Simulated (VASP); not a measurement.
Set up this calculation in VASP 6.6.1, as the native input.

```
Task                               : single point
Functional                         : PBE0
Potentials or basis                : VASP PAW PBE potentials, release 64 (Li_sv, Y_sv)
Cutoff                             : 520 eV
k mesh                             : 5 × 5 × 3
Occupations                        : fermi-dirac, width 0.1 eV
Spin                               : no spin polarisation
Dipole correction                  : no
Grid for exact exchange (PRECFOCK) : Normal
Further INCAR settings             : ALGO = Normal; EDIFF = 1e-06; NBANDS = 14
Share of exact exchange            : 0.25
```

LiY:

```
CELL_PARAMETERS angstrom
3.08346 0.00000 0.00000
-1.54173 2.67035 0.00000
0.00000 0.00000 4.52845
ATOMIC_POSITIONS crystal
Li 0.00000 0.00000 0.88880
Y 0.00000 0.00000 0.40550
```

The input as run:

POSCAR

```
LiY
1.0
    3.0834595800      0.0000000000      0.0000000000
   -1.5417297900      2.6703543300      0.0000000000
    0.0000000000      0.0000000000      4.5284494500
Li Y
1 1
Direct
    0.0000000000      0.0000000000      0.8887955400
    0.0000000000      0.0000000000      0.4055029000
```

INCAR.step1

```
PREC     = Accurate       # precision mode
ENCUT    = 520            # plane-wave cutoff, eV
EDIFF    = 1E-5           # SCF threshold, eV
ISMEAR   = -1             # smearing method
SIGMA    = 0.1            # smearing width, eV
LREAL    = F              # projectors in reciprocal space
LASPH    = T              # aspherical terms in the spheres
NELM     = 80             # most SCF steps
ALGO     = Normal         # electronic algorithm
ISIF     = 2              # what is computed and relaxed
LWAVE    = T              # write WAVECAR
LCHARG   = F              # write CHGCAR
NBANDS   = 14             # bands
GGA      = PE             # functional
```

INCAR.step2

```
PREC     = Accurate       # precision mode
ENCUT    = 520            # plane-wave cutoff, eV
EDIFF    = 1E-6           # SCF threshold, eV
ISMEAR   = -1             # smearing method
SIGMA    = 0.1            # smearing width, eV
LREAL    = F              # projectors in reciprocal space
LASPH    = T              # aspherical terms in the spheres
NELM     = 80             # most SCF steps
ALGO     = Normal         # electronic algorithm
ISIF     = 2              # what is computed and relaxed
LWAVE    = F              # write WAVECAR
LCHARG   = F              # write CHGCAR
GGA      = PE             # functional
LHFCALC  = T              # exact exchange
AEXX     = 0.25           # exact-exchange fraction
PRECFOCK = Normal       
NBANDS   = 14             # bands
ISTART   = 1
```

KPOINTS

```
Automatic mesh
0
Gamma
  5 5 3
```

Potentials or basis: VASP PAW PBE potentials, release 64 (Li_sv, Y_sv).

The run is started by

```console
$ cat potpaw_PBE.64/Li_sv/POTCAR potpaw_PBE.64/Y_sv/POTCAR > POTCAR
$ cp INCAR.step1 INCAR
$ mpirun -np 1 vasp_std > vasp.out
$ cp INCAR.step2 INCAR
$ mpirun -np 1 vasp_std > vasp.out
```

It gave:

```
Largest force          : 0.549 eV/Å
Band gap on the k mesh : zero (bands 7 and 8 overlap by 1.11 eV)
```

Caveat: the k points lie up to 0.47 Å⁻¹ apart, too coarse for converged energies and pressures of a metal; the PAW data sets were made with another functional, which shifts forces and pressure a little.

Wall time 5.6 min on 1 thread of AMD EPYC 7R13 Processor (Zen 3) (shared host), peak memory 0.14 GiB.
